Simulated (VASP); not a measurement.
# CdS (F-43m) in VASP: single point with PBEsol

Aim: the single point of CdS with PBEsol.

All numbers are computed with VASP 6.6.1; they aren't measurements. Logs are shortened: lines on timing, memory, paths and dates and some standing lists are left out, and cuts for length are marked.

## Step 1: The cell of the first run

The structure is cubic, space group F-43m (No. 216). Conventional cell: a = 5.886 Å, b = 5.886 Å, c = 5.886 Å, α = 90.00°, β = 90.00°, γ = 90.00°. Within 3.4 Å of Cd (site symmetry -43m) lie 4 S at 2.55 Å. S (site symmetry -43m) has 4 Cd at 2.55 Å within 3.4 Å.

## Step 2: Single point, PBEsol

INCAR reads:

```
  PREC = Accurate
  ENCUT = 630
  EDIFF = 1E-6
  ISMEAR = -1
  SIGMA = 0.03
  LREAL = False
  LASPH = True
  NELM = 120
  ALGO = Normal
  ISIF = 2
  LWAVE = False
  LCHARG = False
  GGA = PS
  NBANDS = 20
  GGA_COMPAT = False
```

KPOINTS reads:

```
regular mesh
0
Gamma
  8 8 8
```

POSCAR reads:

```
CdS
1.0
    0.0000000000      2.9429534649      2.9429534649
    2.9429534649      0.0000000000      2.9429534649
    2.9429534649      2.9429534649      0.0000000000
Cd S
1 1
Direct
    0.0000000000      0.0000000000      0.0000000000
    0.7500000000      0.7500000000      0.7500000000
```

Potentials or basis: VASP PAW PBE potentials, release 64 (Cd_sv_GW, S).

Started as:

```bash
$ cat potpaw_PBE.64/Cd_sv_GW/POTCAR potpaw_PBE.64/S/POTCAR > POTCAR
$ mpirun -np 1 vasp_std > vasp.out
```

OUTCAR:

```text
PREC = Accurate
   ENCUT = 630
   EDIFF = 1E-6
   ISMEAR = -1
   LREAL = False
   LASPH = True
   NELM = 120
   ISIF = 2
   GGA = PS

 ion  position               nearest neighbor table
   1  0.000  0.000  0.000-   2 2.55   2 2.55   2 2.55   2 2.55
   2  0.750  0.750  0.750-   1 2.55   1 2.55   1 2.55   1 2.55

  LATTYP: Found a face centered cubic cell.
 ALAT       =     5.8859069298

  Lattice vectors:

 A1 = (   0.0000000000,   2.9429534649,   2.9429534649)
 A2 = (   2.9429534649,   0.0000000000,   2.9429534649)
 A3 = (   2.9429534649,   2.9429534649,   0.0000000000)

Analysis of symmetry for initial positions (statically):
=====================================================================
 Subroutine PRICEL returns:
 Original cell was already a primitive cell.

 Routine SETGRP: Setting up the symmetry group for a
 face centered cubic supercell.

 Subroutine GETGRP returns: Found 24 space group operations
 (whereof 24 operations were pure point group operations)
 out of a pool of 48 trial point group operations.

The static configuration has the point symmetry T_d .

Analysis of symmetry for dynamics (positions and initial velocities):
=====================================================================
 Subroutine PRICEL returns:
 Original cell was already a primitive cell.

 Routine SETGRP: Setting up the symmetry group for a
 face centered cubic supercell.

 Subroutine GETGRP returns: Found 24 space group operations
 (whereof 24 operations were pure point group operations)
 out of a pool of 48 trial point group operations.

The dynamic configuration has the point symmetry T_d .

 Subroutine INISYM returns: Found 24 space group operations
 (whereof 24 operations are pure point group operations),
 and found     1 'primitive' translations

----------------------------------------------------------------------------------------

                                     Primitive cell

  volume of cell :      50.9777

  direct lattice vectors                    reciprocal lattice vectors
     0.000000000  2.942953465  2.942953465    -0.169897352  0.169897352  0.169897352
     2.942953465  0.000000000  2.942953465     0.169897352 -0.169897352  0.169897352
     2.942953465  2.942953465  0.000000000     0.169897352  0.169897352 -0.169897352

  length of vectors
     4.161964703  4.161964703  4.161964703     0.294270845  0.294270845  0.294270845

  position of ions in fractional coordinates (direct lattice)
     0.000000000  0.000000000  0.000000000
     0.750000000  0.750000000  0.750000000
[... 69 lines left out ...]
   ISTART =      0    job   : 0-new  1-cont  2-samecut
   ICHARG =      2    charge: 1-file 2-atom 10-const
   ISPIN  =      1    spin polarized calculation?
   LNONCOLLINEAR =      F non collinear calculations
   LSORBIT =      F    spin-orbit coupling
   LASPH  =      T    aspherical Exc in radial PAW
   ENCUT  =  630.0 eV  46.30 Ry    6.80 a.u.   8.52  8.52  8.52*2*pi/ulx,y,z
   NELM   =    120;   NELMIN=  2; NELMDL= -5     # of ELM steps
   EDIFF  = 0.1E-05   stopping-criterion for ELM
   LREAL  =      F    real-space projection
   EDIFFG = 0.1E-04   stopping-criterion for IOM
   NSW    =      0    number of steps for IOM
   IBRION =     -1    ionic relax: 0-MD 1-quasi-New 2-CG
   NFREE  =      0    steps in history (QN), initial steepest desc. (CG)
   ISIF   =      2    stress and relaxation
   ISYM   =      2    0-nonsym 1-usesym 2-fastsym
   POTIM  = 0.5000    time-step for ionic-motion
   TEBEG  =    0.0;   TEEND  =   0.0 temperature during run
   PSTRESS=    0.0 pullay stress
   NELECT =      26.0000    total number of electrons
   NUPDOWN=      -1.0000    fix difference up-down
   EMIN   =  10.00;   EMAX   =-10.00  energy-range for DOS
   EFERMI =   0.00;   METHOD = LEGACY
   ISMEAR =    -1;   SIGMA  =   0.03  broadening in eV -4-tet -1-fermi 0-gaus
   EFERMI_NEDOS =   21; number of points for ismear=-14 and -15
   IALGO  =     38    algorithm
   IMIX   =      4    mixing-type and parameters
     AMIX     =   0.40;   BMIX     =  1.00
     AMIX_MAG =   1.60;   BMIX_MAG =  1.00
  volume/ion in A,a.u.               =      25.49       172.01
  Fermi-wavevector in a.u.,A,eV,Ry     =   1.307994  2.471751 23.277519  1.710849
  Thomas-Fermi vector in A             =   2.438691
   LORBIT       =      0    0 simple, 1 ext, 2 COOP (PROOUT), +10 PAW based schemes
   GGA     = PS    functional components
   LHFCALC =     F    Hartree Fock is set to
   AEXX    =    0.0000 exact exchange contribution
   IVDW    =     0    specifies the selected vdW correction
   LEPSILON=     F    determine dielectric tensor
   LRPA    =     F    only Hartree local field effects (RPA)
 non-spin polarized calculation
  energy-cutoff  :      630.00
  volume of cell :       50.98
 maximum number of plane-waves:      1850
 NGX is ok and might be reduce to    36
   NGX = 17   NGY = 17   NGZ = 17

 number of electron      25.9999999 magnetization

 Free energy of the ion-electron system (eV)
  ---------------------------------------------------
  ext. energy  EPLUGINS =         0.00000000
  ---------------------------------------------------
  free energy    TOTEN  =        -6.89049867 eV

  energy without entropy =       -6.89049867  energy(sigma->0) =       -6.89049867

 E-fermi :   2.9756     XC(G=0):  -9.3669

 val. band max:        2.4841216868   @ k =   0.0000   0.0000   0.0000
 cond. band min:       3.4304628390   @ k =   0.0000   0.0000   0.0000
 fundamental gap:      0.9463411522
 Fermi energy:         2.9756180187

 k-point     1 :       0.0000    0.0000    0.0000
  band No.  band energies     occupation
      1     -98.6876      2.00000
      2     -59.7793      2.00000
      3     -59.7793      2.00000
      4     -59.7793      2.00000
      5      -9.7312      2.00000
      6      -5.1436      2.00000
[... 541 lines left out ...]
     19      14.5276      0.00000
     20      15.4443      0.00000

 [... further k-points ...]
[... 5 lines left out ...]
  --------------------------------------------------------------------------------------
  -------------------------------------------------------------------------------------
  Total       -0.6021793     -0.6021793     -0.6021793      0.0000000      0.0000000      0.0000000
  in kB      -18.9258873    -18.9258873    -18.9258873      0.0000000      0.0000000      0.0000000
  external PRESSURE =     -18.9258873 kB  Pullay stress =       0.0000000 kB

 VOLUME and BASIS-vectors are now :
 -----------------------------------------------------------------------------
  energy-cutoff  :      630.00
  volume of cell :       50.98
      direct lattice vectors                 reciprocal lattice vectors
     0.000000000  2.942953465  2.942953465    -0.169897352  0.169897352  0.169897352
     2.942953465  0.000000000  2.942953465     0.169897352 -0.169897352  0.169897352
     2.942953465  2.942953465  0.000000000     0.169897352  0.169897352 -0.169897352

 POSITION                                       TOTAL-FORCE (eV/Angst)
 -----------------------------------------------------------------------------------
      0.00000      0.00000      0.00000         0.000000      0.000000      0.000000
      4.41443      4.41443      4.41443        -0.000000     -0.000000     -0.000000
 -----------------------------------------------------------------------------------
    total drift:                                0.000000      0.000000      0.000000

  FREE ENERGIE OF THE ION-ELECTRON SYSTEM (eV)
  ---------------------------------------------------
  free  energy   TOTEN  =        -6.8904986698 eV

  energy  without entropy=       -6.8904986688  energy(sigma->0) =       -6.89049867
```

Wall time 37 s (1 thread of Intel Xeon Platinum 8488C (Sapphire Rapids), shared host); peak memory 0.23 GiB.

What came out:

```yaml
Free_energy: -6.8905 eV
Pressure: -1.9 GPa
Band_gap_on_the_k_mesh: 0.95 eV
```

Caveat: the PAW data sets were made with another functional, which shifts forces and pressure a little.
